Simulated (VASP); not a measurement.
# SnO (P4/nmm) in VASP: a series of runs

The runs below take SnO through electric field gradients, with LDA.

Program: VASP 6.6.1. These are calculated values, not measurements. Logs are shortened: lines on timing, memory, paths and dates and some standing lists are left out, and cuts for length are marked.

## (1) The cell of the first run

It takes space group P4/nmm (No. 129, tetragonal). Conventional cell: a = 3.776 Å, b = 3.776 Å, c = 4.804 Å, α = 90.00°, β = 90.00°, γ = 90.00°. Within 2.9 Å of Sn (site symmetry 4mm) lie 4 O at 2.21 Å. O (site symmetry -4m2) has 4 Sn at 2.21 Å and 4 O at 2.67 Å within 2.9 Å.

## (2) Electric field gradients, LDA (volume scaled by 0.98)

Input file INCAR:

```
SYSTEM = SnO
  ALGO = Normal
  EDIFF = 1E-8
  ENCUT = 520
  ISIF = 2
  ISMEAR = -1
  LASPH = .True.
  LCHARG = .False.
  LEFG = .True.
  LREAL = .False.
  LWAVE = .False.
  NBANDS = 28
  NELM = 80
  PREC = Accurate
  SIGMA = 0.02
```

Input file KPOINTS:

```
k-points
0
Gamma
  6 6 5
  0 0 0
```

Input file POSCAR:

```
SnO
1.0
    3.7764824526      0.0000000000      0.0000000000
    0.0000000000      3.7764824526      0.0000000000
    0.0000000000      0.0000000000      4.8035426462
Sn O
2 2
Direct
    0.0000000000      0.5000000000      0.2385000000
    0.5000000000      0.0000000000      0.7615000000
    0.0000000000      0.0000000000      0.0000000000
    0.5000000000      0.5000000000      0.0000000000
```

Potentials or basis: VASP PAW LDA potentials, release 64 (Sn_d, O).

Run with:

```bash
> cat potpaw_LDA.64/Sn_d/POTCAR potpaw_LDA.64/O/POTCAR > POTCAR
> mpirun -np 1 vasp_std > vasp.out
```

OUTCAR:

```text
SYSTEM = SnO
   EDIFF = 1E-8
   ENCUT = 520
   ISIF = 2
   ISMEAR = -1
   LASPH = .True.
   LREAL = .False.
   NELM = 80
   PREC = Accurate

 ion  position               nearest neighbor table
   1  0.000  0.500  0.239-   3 2.21   4 2.21   3 2.21   4 2.21   2 3.52   2 3.52   2 3.52   2 3.52
                             2 3.67   2 3.67   2 3.67   2 3.67
   2  0.500  0.000  0.761-   3 2.21   4 2.21   4 2.21   3 2.21   1 3.52   1 3.52   1 3.52   1 3.52
                             1 3.67   1 3.67   1 3.67   1 3.67
   3  0.000  0.000  0.000-   1 2.21   2 2.21   1 2.21   2 2.21
   4  0.500  0.500  0.000-   1 2.21   2 2.21   2 2.21   1 2.21

  LATTYP: Found a simple tetragonal cell.
 ALAT       =     3.7764824526
 C/A-ratio  =     1.2719621252

  Lattice vectors:

 A1 = (   3.7764824526,   0.0000000000,   0.0000000000)
 A2 = (   0.0000000000,   3.7764824526,   0.0000000000)
 A3 = (   0.0000000000,   0.0000000000,   4.8035426462)

Analysis of symmetry for initial positions (statically):
=====================================================================
 Subroutine PRICEL returns:
 Original cell was already a primitive cell.

 Routine SETGRP: Setting up the symmetry group for a
 simple tetragonal supercell.

 Subroutine GETGRP returns: Found 16 space group operations
 (whereof  8 operations were pure point group operations)
 out of a pool of 16 trial point group operations.

The static configuration has the point symmetry D_2d.
 The point group associated with its full space group is D_4h.

Analysis of symmetry for dynamics (positions and initial velocities):
=====================================================================
 Subroutine PRICEL returns:
 Original cell was already a primitive cell.

 Routine SETGRP: Setting up the symmetry group for a
 simple tetragonal supercell.

 Subroutine GETGRP returns: Found 16 space group operations
 (whereof  8 operations were pure point group operations)
 out of a pool of 16 trial point group operations.

The dynamic configuration has the point symmetry D_2d.
 The point group associated with its full space group is D_4h.

 Subroutine INISYM returns: Found 16 space group operations
 (whereof  8 operations are pure point group operations),
 and found     1 'primitive' translations

----------------------------------------------------------------------------------------

                                     Primitive cell

  volume of cell :      68.5073

  direct lattice vectors                    reciprocal lattice vectors
     3.776482453  0.000000000  0.000000000     0.264796676  0.000000000  0.000000000
     0.000000000  3.776482453  0.000000000     0.000000000  0.264796676  0.000000000
     0.000000000  0.000000000  4.803542646     0.000000000  0.000000000  0.208179686

  length of vectors
     3.776482453  3.776482453  4.803542646     0.264796676  0.264796676  0.208179686

  position of ions in fractional coordinates (direct lattice)
     0.000000000  0.500000000  0.238500000
     0.500000000  0.000000000  0.761500000
     0.000000000  0.000000000  0.000000000
     0.500000000  0.500000000  0.000000000

  ion indices of the primitive-cell ions
   primitive index   ion index
                 1           1
                 2           2
                 3           3
                 4           4

----------------------------------------------------------------------------------------

 KPOINTS: k-points

Automatic generation of k-mesh.
 Grid dimensions read from file:
 generate k-points for:    6    6    5

 Generating k-lattice:

  Cartesian coordinates                     Fractional coordinates (reciprocal lattice)
     0.044132779  0.000000000  0.000000000     0.166666667  0.000000000  0.000000000
     0.000000000  0.044132779  0.000000000     0.000000000  0.166666667  0.000000000
[... 45 lines left out ...]
   ions per type =               2   2
   NGX,Y,Z   is equivalent  to a cutoff of  12.33, 12.33, 12.46 a.u.
   NGXF,Y,Z  is equivalent  to a cutoff of  24.65, 24.65, 24.92 a.u.
 SYSTEM =  SnO
   PREC   = accura    normal or accurate (medium, high low for compatibility)
   ISTART =      0    job   : 0-new  1-cont  2-samecut
   ICHARG =      2    charge: 1-file 2-atom 10-const
   ISPIN  =      1    spin polarized calculation?
   LNONCOLLINEAR =      F non collinear calculations
   LSORBIT =      F    spin-orbit coupling
   LASPH  =      T    aspherical Exc in radial PAW
   ENCUT  =  520.0 eV  38.22 Ry    6.18 a.u.   7.02  7.02  8.93*2*pi/ulx,y,z
   NELM   =     80;   NELMIN=  2; NELMDL= -5     # of ELM steps
   EDIFF  = 0.1E-07   stopping-criterion for ELM
   LREAL  =      F    real-space projection
   EDIFFG = 0.1E-06   stopping-criterion for IOM
   NSW    =      0    number of steps for IOM
   IBRION =     -1    ionic relax: 0-MD 1-quasi-New 2-CG
   NFREE  =      0    steps in history (QN), initial steepest desc. (CG)
   ISIF   =      2    stress and relaxation
   ISYM   =      2    0-nonsym 1-usesym 2-fastsym
   POTIM  = 0.5000    time-step for ionic-motion
   TEBEG  =    0.0;   TEEND  =   0.0 temperature during run
   PSTRESS=    0.0 pullay stress
   NELECT =      40.0000    total number of electrons
   NUPDOWN=      -1.0000    fix difference up-down
   EMIN   =  10.00;   EMAX   =-10.00  energy-range for DOS
   EFERMI =   0.00;   METHOD = LEGACY
   ISMEAR =    -1;   SIGMA  =   0.02  broadening in eV -4-tet -1-fermi 0-gaus
   EFERMI_NEDOS =   21; number of points for ismear=-14 and -15
   IALGO  =     38    algorithm
   IMIX   =      4    mixing-type and parameters
     AMIX     =   0.40;   BMIX     =  1.00
     AMIX_MAG =   1.60;   BMIX_MAG =  1.00
  volume/ion in A,a.u.               =      17.13       115.58
  Fermi-wavevector in a.u.,A,eV,Ry     =   1.368304  2.585720 25.473591  1.872256
  Thomas-Fermi vector in A             =   2.494280
   LORBIT       =      0    0 simple, 1 ext, 2 COOP (PROOUT), +10 PAW based schemes
   GGA     = CA    functional components
   LHFCALC =     F    Hartree Fock is set to
   AEXX    =    0.0000 exact exchange contribution
   IVDW    =     0    specifies the selected vdW correction
   LEPSILON=     F    determine dielectric tensor
   LRPA    =     F    only Hartree local field effects (RPA)
 non-spin polarized calculation
  energy-cutoff  :      520.00
  volume of cell :       68.51
 maximum number of plane-waves:      1868
   NGX = 15   NGY = 15   NGZ = 17

 number of electron      40.0000008 magnetization

 Free energy of the ion-electron system (eV)
  ---------------------------------------------------
  ext. energy  EPLUGINS =         0.00000000
  ---------------------------------------------------
  free energy    TOTEN  =       -25.72155060 eV

  energy without entropy =      -25.72097301  energy(sigma->0) =      -25.72126181

 E-fermi :   7.1603     XC(G=0): -10.7794

 val. band max:        7.1560073148   @ k =   0.0000   0.0000   0.0000
 cond. band min:       7.1768391533   @ k =   0.5000   0.5000   0.0000
 fundamental gap:      0.0208318385
 Fermi energy:         7.1602805028

 k-point     1 :       0.0000    0.0000    0.0000
  band No.  band energies     occupation
      1     -14.8063      2.00000
      2     -14.3432      2.00000
      3     -14.3432      2.00000
      4     -14.3365      2.00000
      5     -14.2810      2.00000
      6     -14.2799      2.00000
[... 733 lines left out ...]
     27      16.2127      0.00000
     28      16.2127      0.00000

 [... further k-points ...]

------------------------ aborting loop because EDIFF is reached ----------------------------------------

  FORCE on cell =-STRESS in cart. coord.  units (eV):
  Direction    XX          YY          ZZ          XY          YZ          ZX
  --------------------------------------------------------------------------------------
  -------------------------------------------------------------------------------------
  Total       -0.2194881     -0.2194881     -0.3211670      0.0000000     -0.0000000      0.0000000
  in kB       -5.1331614     -5.1331614     -7.5111226      0.0000000     -0.0000000      0.0000000
  external PRESSURE =      -5.9258152 kB  Pullay stress =       0.0000000 kB

 VOLUME and BASIS-vectors are now :
 -----------------------------------------------------------------------------
  energy-cutoff  :      520.00
  volume of cell :       68.51
      direct lattice vectors                 reciprocal lattice vectors
     3.776482453  0.000000000  0.000000000     0.264796676  0.000000000  0.000000000
     0.000000000  3.776482453  0.000000000     0.000000000  0.264796676  0.000000000
     0.000000000  0.000000000  4.803542646     0.000000000  0.000000000  0.208179686

 POSITION                                       TOTAL-FORCE (eV/Angst)
 -----------------------------------------------------------------------------------
      0.00000      1.88824      1.14564         0.000000      0.000000      0.147185
      1.88824      0.00000      3.65790        -0.000000      0.000000     -0.147185
      0.00000      0.00000      0.00000         0.000000      0.000000      0.000000
      1.88824      1.88824      0.00000         0.000000     -0.000000      0.000000
 -----------------------------------------------------------------------------------
    total drift:                                0.000000      0.000000      0.000000

  FREE ENERGIE OF THE ION-ELECTRON SYSTEM (eV)
  ---------------------------------------------------
  free  energy   TOTEN  =       -25.7215505998 eV

  energy  without entropy=      -25.7209730141  energy(sigma->0) =      -25.72126181

 Electric field gradients (V/A^2)
---------------------------------------------------------------------
 ion       V_xx      V_yy      V_zz      V_xy      V_xz      V_yz
---------------------------------------------------------------------
   1      83.775    83.775  -167.549    -0.000    -0.000     0.000
   2      83.775    83.775  -167.549    -0.000     0.000    -0.000
   3      -1.161    -1.161     2.322    -0.000    -0.000     0.000
   4      -1.161    -1.161     2.322    -0.000     0.000    -0.000
---------------------------------------------------------------------

 Electric field gradients after diagonalization (V/A^2)
 (convention: |V_zz| > |V_xx| > |V_yy|)
----------------------------------------------------------------------
 ion       V_xx      V_yy      V_zz     asymmetry (V_yy - V_xx)/ V_zz
----------------------------------------------------------------------
   1      83.775    83.775  -167.549       0.000
   2      83.775    83.775  -167.549       0.000
   3      -1.161    -1.161     2.322       0.000
   4      -1.161    -1.161     2.322       0.000
----------------------------------------------------------------------

           NMR quadrupolar parameters

 Cq : quadrupolar parameter    Cq=e*Q*V_zz/h
 eta: asymmetry parameters     (V_yy - V_xx)/ V_zz
 Q  : nuclear electric quadrupole moment in mb (millibarn)
----------------------------------------------------------------------
 ion       Cq(MHz)       eta       Q (mb)
----------------------------------------------------------------------
   1      -0.405       0.000       1.000
   2      -0.405       0.000       1.000
   3       0.006       0.000       1.000
   4       0.006       0.000       1.000
----------------------------------------------------------------------
```

It took 25 s on 1 thread of Intel Xeon 6975P-C (Granite Rapids), shared host; peak memory 0.18 GiB.

What came out:

- Free energy: -25.7216 eV
- Pressure: -0.6 GPa
- Largest force: 0.147 eV/Å
- Band gap on the k mesh: 0.02 eV, indirect (least direct gap 1.93 eV)

Forces on the atoms (eV/Å):
```
Sn   0.000  0.000  0.147
Sn   0.000  0.000 -0.147
O    0.000  0.000  0.000
O    0.000  0.000  0.000
```

Electric field gradients, principal values (V/Å²):
```csv
atom,least,middle,greatest (by size)
1 Sn,83.775,83.775,-167.549
2 Sn,83.775,83.775,-167.549
3 O,-1.161,-1.161,2.322
4 O,-1.161,-1.161,2.322
```

Caveat: without QUAD_EFG the Cq values of the log hold for a quadrupole moment of 1 mb, not for the nuclei; spin-orbit coupling is left out, which moves the levels of the heavy elements. A k mesh can miss the band edges.

(Part 1 of 3 ends here.)
